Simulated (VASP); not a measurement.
# Sc (Pm-3m) in VASP: a series of runs

Sc is run at these levels: revPBE; tasks: single point.

Everything below comes from runs of VASP 6.6.1. Logs are shortened: lines on timing, memory, paths and dates and some standing lists are left out, and cuts for length are marked.

**1. The cell of the first run**

The structure is cubic, space group Pm-3m (No. 221). Conventional cell: a = 2.883 Å, b = 2.883 Å, c = 2.883 Å, α = 90.00°, β = 90.00°, γ = 90.00°. Sc (site symmetry m-3m) has 6 Sc at 2.88 Å within 3.8 Å.

**2. Single point, revPBE (volume scaled by 0.88)**

INCAR reads:

```
PREC = Accurate ; ENCUT = 520
EDIFF = 1E-6 ; ISMEAR = -1
SIGMA = 0.1 ; LREAL = F
LASPH = T ; NELM = 100
ALGO = Normal ; ISIF = 2
LWAVE = F ; LCHARG = T
GGA = RE ; LELF = T
LVHAR = T ; NBANDS = 12
```

KPOINTS reads:

```
Automatic mesh
0
Gamma
  12 12 12
```

POSCAR reads:

```
Sc
1.0
    2.8826908416      0.0000000000      0.0000000000
    0.0000000000      2.8826908416      0.0000000000
    0.0000000000      0.0000000000      2.8826908416
Sc
1
Direct
    0.0000000000      0.0000000000      0.0000000000
```

Potentials or basis: VASP PAW PBE potentials, release 64 (Sc_sv).

Launch:

```sh
$ cat potpaw_PBE.64/Sc_sv/POTCAR > POTCAR
$ mpirun -np 1 vasp_std > vasp.out
```

OUTCAR:

```text
PREC = Accurate
   ENCUT = 520
   EDIFF = 1E-6
   ISMEAR = -1
   LREAL = F
   LASPH = T
   NELM = 100
   ISIF = 2
   GGA = RE

 ion  position               nearest neighbor table
   1  0.000  0.000  0.000-

  LATTYP: Found a simple cubic cell.
 ALAT       =     2.8826908416

  Lattice vectors:

 A1 = (   2.8826908416,   0.0000000000,   0.0000000000)
 A2 = (   0.0000000000,   2.8826908416,   0.0000000000)
 A3 = (   0.0000000000,   0.0000000000,   2.8826908416)

Analysis of symmetry for initial positions (statically):
=====================================================================
 Subroutine PRICEL returns:
 Original cell was already a primitive cell.

 Routine SETGRP: Setting up the symmetry group for a
 simple cubic supercell.

 Subroutine GETGRP returns: Found 48 space group operations
 (whereof 48 operations were pure point group operations)
 out of a pool of 48 trial point group operations.

The static configuration has the point symmetry O_h .

Analysis of symmetry for dynamics (positions and initial velocities):
=====================================================================
 Subroutine PRICEL returns:
 Original cell was already a primitive cell.

 Routine SETGRP: Setting up the symmetry group for a
 simple cubic supercell.

 Subroutine GETGRP returns: Found 48 space group operations
 (whereof 48 operations were pure point group operations)
 out of a pool of 48 trial point group operations.

The dynamic configuration has the point symmetry O_h .

 Subroutine INISYM returns: Found 48 space group operations
 (whereof 48 operations are pure point group operations),
 and found     1 'primitive' translations

----------------------------------------------------------------------------------------

                                     Primitive cell

  volume of cell :      23.9549

  direct lattice vectors                    reciprocal lattice vectors
     2.882690842  0.000000000  0.000000000     0.346898108  0.000000000  0.000000000
     0.000000000  2.882690842  0.000000000     0.000000000  0.346898108  0.000000000
     0.000000000  0.000000000  2.882690842     0.000000000  0.000000000  0.346898108

  length of vectors
     2.882690842  2.882690842  2.882690842     0.346898108  0.346898108  0.346898108

  position of ions in fractional coordinates (direct lattice)
     0.000000000  0.000000000  0.000000000

  ion indices of the primitive-cell ions
   primitive index   ion index
                 1           1

----------------------------------------------------------------------------------------

 KPOINTS: Automatic mesh

Automatic generation of k-mesh.
 Grid dimensions read from file:
 generate k-points for:   12   12   12

 Generating k-lattice:

  Cartesian coordinates                     Fractional coordinates (reciprocal lattice)
     0.028908176  0.000000000  0.000000000     0.083333333  0.000000000  0.000000000
     0.000000000  0.028908176  0.000000000     0.000000000  0.083333333  0.000000000
     0.000000000  0.000000000  0.028908176     0.000000000  0.000000000  0.083333333

  Length of vectors
     0.028908176  0.028908176  0.028908176

  Shift w.r.t. Gamma in fractional coordinates (k-lattice)
     0.000000000  0.000000000  0.000000000

 Subroutine IBZKPT returns following result:
 ===========================================

 Found     84 irreducible k-points:

 Following reciprocal coordinates:
            Coordinates               Weight
  0.000000  0.000000  0.000000      1.000000
  0.083333  0.000000  0.000000      6.000000
  0.166667  0.000000  0.000000      6.000000
  0.250000  0.000000  0.000000      6.000000
  0.333333  0.000000  0.000000      6.000000
  0.416667  0.000000  0.000000      6.000000
[... 16 lines left out ...]
  0.333333  0.333333  0.000000     12.000000
  0.416667  0.333333  0.000000     24.000000
 [... further k-points ...]
   k-points           NKPTS =     84   k-points in BZ     NKDIM =     84   number of bands    NBANDS=     12
   number of dos      NEDOS =    301   number of ions     NIONS =      1
   total plane-waves  NPLWV =  13824
   dimension x,y,z NGX =    24 NGY =   24 NGZ =   24
   dimension x,y,z NGXF=    48 NGYF=   48 NGZF=   48
   ions per type =               1
   NGX,Y,Z   is equivalent  to a cutoff of  13.84, 13.84, 13.84 a.u.
   NGXF,Y,Z  is equivalent  to a cutoff of  27.68, 27.68, 27.68 a.u.
 SYSTEM =  unknown system
   PREC   = accura    normal or accurate (medium, high low for compatibility)
   ISTART =      0    job   : 0-new  1-cont  2-samecut
   ICHARG =      2    charge: 1-file 2-atom 10-const
   ISPIN  =      1    spin polarized calculation?
   LNONCOLLINEAR =      F non collinear calculations
   LSORBIT =      F    spin-orbit coupling
   LASPH  =      T    aspherical Exc in radial PAW
   ENCUT  =  520.0 eV  38.22 Ry    6.18 a.u.   5.36  5.36  5.36*2*pi/ulx,y,z
   NELM   =    100;   NELMIN=  2; NELMDL= -5     # of ELM steps
   EDIFF  = 0.1E-05   stopping-criterion for ELM
   LREAL  =      F    real-space projection
   EDIFFG = 0.1E-04   stopping-criterion for IOM
   NSW    =      0    number of steps for IOM
   IBRION =     -1    ionic relax: 0-MD 1-quasi-New 2-CG
   NFREE  =      0    steps in history (QN), initial steepest desc. (CG)
   ISIF   =      2    stress and relaxation
   ISYM   =      2    0-nonsym 1-usesym 2-fastsym
   POTIM  = 0.5000    time-step for ionic-motion
   TEBEG  =    0.0;   TEEND  =   0.0 temperature during run
   PSTRESS=    0.0 pullay stress
   NELECT =      11.0000    total number of electrons
   NUPDOWN=      -1.0000    fix difference up-down
   EMIN   =  10.00;   EMAX   =-10.00  energy-range for DOS
   EFERMI =   0.00;   METHOD = LEGACY
   ISMEAR =    -1;   SIGMA  =   0.10  broadening in eV -4-tet -1-fermi 0-gaus
   EFERMI_NEDOS =   21; number of points for ismear=-14 and -15
   IALGO  =     38    algorithm
   IMIX   =      4    mixing-type and parameters
     AMIX     =   0.40;   BMIX     =  1.00
     AMIX_MAG =   1.60;   BMIX_MAG =  1.00
  volume/ion in A,a.u.               =      23.95       161.66
  Fermi-wavevector in a.u.,A,eV,Ry     =   1.263013  2.386748 21.704022  1.595201
  Thomas-Fermi vector in A             =   2.396391
   LORBIT       =      0    0 simple, 1 ext, 2 COOP (PROOUT), +10 PAW based schemes
   GGA     = RE    functional components
   LHFCALC =     F    Hartree Fock is set to
   AEXX    =    0.0000 exact exchange contribution
   IVDW    =     0    specifies the selected vdW correction
   LEPSILON=     F    determine dielectric tensor
   LRPA    =     F    only Hartree local field effects (RPA)
 non-spin polarized calculation
  energy-cutoff  :      520.00
  volume of cell :       23.95
 maximum number of plane-waves:       661
 NGX is ok and might be reduce to    24
   NGX = 11   NGY = 11   NGZ = 11

 number of electron      11.0000002 magnetization

 Free energy of the ion-electron system (eV)
  ---------------------------------------------------
  ext. energy  EPLUGINS =         0.00000000
  ---------------------------------------------------
  free energy    TOTEN  =        -5.22447304 eV

  energy without entropy =       -5.14113627  energy(sigma->0) =       -5.18280466

 E-fermi :   4.0761     XC(G=0):  -9.8371

 val. band max:        4.0604907532   @ k =   0.3333   0.0833   0.0000
 cond. band min:       4.0764808850   @ k =   0.3333   0.1667   0.0000
 fundamental gap:      0.0159901318
 Fermi energy:         4.0761361665

 k-point     1 :       0.0000    0.0000    0.0000
  band No.  band energies     occupation
      1     -45.5690      2.00000
      2     -23.8263      2.00000
      3     -23.8263      2.00000
      4     -23.8263      2.00000
      5      -1.0996      2.00000
      6       3.5024      1.99357
      7       3.5024      1.99357
      8       8.1904      0.00000
      9       8.1904      0.00000
     10       8.1904      0.00000
     11      17.0583      0.00000
     12      17.0583      0.00000

 k-point     2 :       0.0833    0.0000    0.0000
  band No.  band energies     occupation
      1     -45.5633      2.00000
      2     -23.8728      2.00000
      3     -23.8224      2.00000
      4     -23.8224      2.00000
      5      -0.9480      2.00000
      6       3.5431      1.99036
      7       3.6013      1.98282
      8       8.0464      0.00000
      9       8.0464      0.00000
     10       8.2007      0.00000
     11      15.9877      0.00000
     12      17.3165      0.00000

 k-point     3 :       0.1667    0.0000    0.0000
  band No.  band energies     occupation
      1     -45.5476      2.00000
      2     -23.9982      2.00000
      3     -23.8117      2.00000
      4     -23.8117      2.00000
      5      -0.5115      2.00000
      6       3.6569      1.97024
      7       3.8595      1.79432
      8       7.6817      0.00000
      9       7.6817      0.00000
     10       8.2290      0.00000
     11      14.1707      0.00000
     12      18.0262      0.00000
[... 286 lines left out ...]
 k-point    23 :       0.3333    0.3333    0.0000
  band No.  band energies     occupation
      1     -45.4417      2.00000
      2     -24.2715      2.00000
      3     -24.2551      2.00000
      4     -23.7397      2.00000
      5       2.1966      2.00000
      6       3.9541      1.54409
      7       6.0143      0.00000
      8       6.4502      0.00000
      9       7.0319      0.00000
     10       7.1761      0.00000
     11      11.5531      0.00000
     12      14.4255      0.00000

 k-point    24 :       0.4167    0.3333    0.0000
  band No.  band energies     occupation
      1     -45.4262      2.00000
      2     -24.3764      2.00000
      3     -24.2467      2.00000
      4     -23.7293      2.00000
      5       2.3735      2.00000
      6       3.9772      1.45791
      7       6.2230      0.00000
      8       6.8481      0.00000
      9       7.1397      0.00000
     10       7.1763      0.00000
     11      10.6883      0.00000
     12      14.7701      0.00000

 [... further k-points ...]

------------------------ aborting loop because EDIFF is reached ----------------------------------------

  FORCE on cell =-STRESS in cart. coord.  units (eV):
  Direction    XX          YY          ZZ          XY          YZ          ZX
  --------------------------------------------------------------------------------------
  -------------------------------------------------------------------------------------
  Total        0.7730747      0.7730747      0.7730747     -0.0000000      0.0000000     -0.0000000
  in kB       51.7056291     51.7056291     51.7056291     -0.0000000      0.0000000     -0.0000000
  external PRESSURE =      51.7056291 kB  Pullay stress =       0.0000000 kB

 VOLUME and BASIS-vectors are now :
 -----------------------------------------------------------------------------
  energy-cutoff  :      520.00
  volume of cell :       23.95
      direct lattice vectors                 reciprocal lattice vectors
     2.882690842  0.000000000  0.000000000     0.346898108  0.000000000  0.000000000
     0.000000000  2.882690842  0.000000000     0.000000000  0.346898108  0.000000000
     0.000000000  0.000000000  2.882690842     0.000000000  0.000000000  0.346898108

 POSITION                                       TOTAL-FORCE (eV/Angst)
 -----------------------------------------------------------------------------------
      0.00000      0.00000      0.00000         0.000000      0.000000      0.000000
 -----------------------------------------------------------------------------------
    total drift:                               -0.000000      0.000000      0.000000

  FREE ENERGIE OF THE ION-ELECTRON SYSTEM (eV)
  ---------------------------------------------------
  free  energy   TOTEN  =        -5.2244730448 eV

  energy  without entropy=       -5.1411362717  energy(sigma->0) =       -5.18280466
```

Wall time 14 s (1 thread of Intel Xeon 6975P-C, shared host); peak memory 0.15 GiB.

What came out:

| Item | Value |
| --- | --- |
| Free energy | -5.2245 eV |
| Pressure | 5.2 GPa |

Caveat: the cell differs from its parent crystal (volume scaled by 0.88); the PAW data sets were made with another functional, which shifts forces and pressure a little.

**3. Single point, revPBE (volume scaled by 0.92)**

INCAR reads:

```
SYSTEM = Sc
ALGO = Normal ; EDIFF = 1E-7
ENCUT = 520 ; GGA = RE
ISIF = 2 ; ISMEAR = -1
LASPH = .True. ; LCHARG = .True.
LELF = .True. ; LREAL = .False.
LVHAR = .True. ; LWAVE = .False.
NBANDS = 12 ; NELM = 80
PREC = Accurate ; SIGMA = 0.1
```

KPOINTS reads:

```
k-points
0
Gamma
  12 12 12
  0 0 0
```

POSCAR reads:

```
Sc
1.0
    2.9257224222      0.0000000000      0.0000000000
    0.0000000000      2.9257224222      0.0000000000
    0.0000000000      0.0000000000      2.9257224222
Sc
1
Direct
    0.0000000000      0.0000000000      0.0000000000
```

Potentials or basis: VASP PAW PBE potentials, release 64 (Sc_sv).

Launch:

```sh
$ cat potpaw_PBE.64/Sc_sv/POTCAR > POTCAR
$ mpirun -np 1 vasp_std > vasp.out
```

It took 12 s on 1 thread of Intel Xeon 6975P-C, shared host; peak memory 0.15 GiB.

The run converged. Its results:

```yaml
Free_energy: -5.2532 eV
Pressure: 3.2 GPa
```

Levels at points of the mesh, in eV from the Fermi level:
```
           k point  band 3  band 4  band 5  band 6  band 7  band 8
(0.00, 0.00, 0.00)  -28.02  -28.02   -5.10   -0.52   -0.52    3.92
(0.50, 0.00, 0.00)  -27.97  -27.97   -1.65   -0.53    0.11    2.31
(0.50, 0.50, 0.00)  -28.52  -27.92   -1.85    0.27    2.68    2.68
(0.50, 0.50, 0.50)  -28.44  -28.44   -0.52   -0.52   -0.52    4.94
```

Caveat: the cell differs from its parent crystal (volume scaled by 0.92); the PAW data sets were made with another functional, which shifts forces and pressure a little.

**4. Single point, revPBE (volume scaled by 0.96)**

INCAR reads:

```
ALGO = Normal
EDIFF = 1E-6
ENCUT = 520
GGA = RE
ISIF = 2
ISMEAR = -1
LASPH = T
LCHARG = F
LREAL = F
LWAVE = F
NBANDS = 12
NELM = 60
PREC = Accurate
SIGMA = 0.1
```

KPOINTS reads:

```
k-points
0
Gamma
  12 12 12
```

POSCAR reads:

```
Sc
1.0
    2.9675241045      0.0000000000      0.0000000000
    0.0000000000      2.9675241045      0.0000000000
    0.0000000000      0.0000000000      2.9675241045
Sc
1
Direct
    0.0000000000      0.0000000000      0.0000000000
```

Launch:

```sh
$ cat potpaw_PBE.64/Sc_sv/POTCAR > POTCAR
$ mpirun -np 1 vasp_std > vasp.out
```

Wall time 14 s (1 thread of Intel Xeon 6975P-C, shared host); peak memory 0.15 GiB.

Results (log left out):

* Free energy: -5.2693 eV
* Pressure: 1.5 GPa

Levels at points of the mesh, in eV from the Fermi level:
```tsv
k point	band 2	band 3	band 4	band 5	band 6	band 7	band 8	band 9
(0.00, 0.00, 0.00)	-28.13	-28.13	-28.13	-5.02	-0.48	-0.48	3.75	3.75
(0.50, 0.00, 0.00)	-28.64	-28.08	-28.08	-1.66	-0.56	0.12	2.23	2.23
(0.50, 0.50, 0.00)	-28.57	-28.57	-28.04	-1.72	0.24	2.57	2.57	3.61
(0.50, 0.50, 0.50)	-28.50	-28.50	-28.50	-0.45	-0.45	-0.45	4.71	4.71
```

Caveat: the cell differs from its parent crystal (volume scaled by 0.96); the PAW data sets were made with another functional, which shifts forces and pressure a little.

**5. Single point, revPBE**

This run uses another cell than the first one, of 27.22 Å³/atom, 1.136 times its volume.

INCAR reads:

```
PREC = Accurate
ENCUT = 520
EDIFF = 1E-7
ISMEAR = -1
SIGMA = 0.1
LREAL = F
LASPH = T
NELM = 80
ALGO = Normal
ISIF = 2
LWAVE = F
LCHARG = F
GGA = RE
NBANDS = 12
```

KPOINTS reads:

```
regular mesh
0
Gamma
  12 12 12
```

POSCAR reads:

```
Sc
1.0
    3.0081801717      0.0000000000      0.0000000000
    0.0000000000      3.0081801717      0.0000000000
    0.0000000000      0.0000000000      3.0081801717
Sc
1
Direct
    0.0000000000      0.0000000000      0.0000000000
```

Launch:

```sh
$ cat potpaw_PBE.64/Sc_sv/POTCAR > POTCAR
$ mpirun -np 1 vasp_std > vasp.out
```

Wall time 14 s (1 thread of Intel Xeon 6975P-C, shared host); peak memory 0.15 GiB.

The run converged. Its results:

| Item | Value |
| --- | --- |
| Free energy | -5.2747 eV |
| Pressure | 0.0 GPa |

Levels at points of the mesh, in eV from the Fermi level:
```
           k point  band 3  band 4  band 5  band 6  band 7  band 8
(0.00, 0.00, 0.00)  -28.23  -28.23   -4.93   -0.44   -0.44    3.58
(0.50, 0.00, 0.00)  -28.19  -28.19   -1.67   -0.58    0.13    2.15
(0.50, 0.50, 0.00)  -28.62  -28.16   -1.61    0.21    2.47    2.47
(0.50, 0.50, 0.50)  -28.56  -28.56   -0.40   -0.40   -0.40    4.49
```

Caveat: the PAW data sets were made with another functional, which shifts forces and pressure a little.

**6. Overview**

```csv
cell,gap on the mesh (eV),pressure (GPa)
"a = 2.883 Å, 1 atom",none,5.2
"a = 2.926 Å, 1 atom",none,3.2
"a = 2.968 Å, 1 atom",none,1.5
"a = 3.008 Å, 1 atom",none,0.0
```

Alike in all rows: task single point; level revPBE; potentials or basis VASP PAW PBE potentials, release 64 (Sc_sv); no spin polarisation; k mesh 12 × 12 × 12; cutoff (eV) 520; smearing fermi-dirac 0.1 eV.

Caveats: the PAW data sets were made with another functional, which shifts forces and pressure a little.

Absolute energies hang on the potentials; compare differences alone.
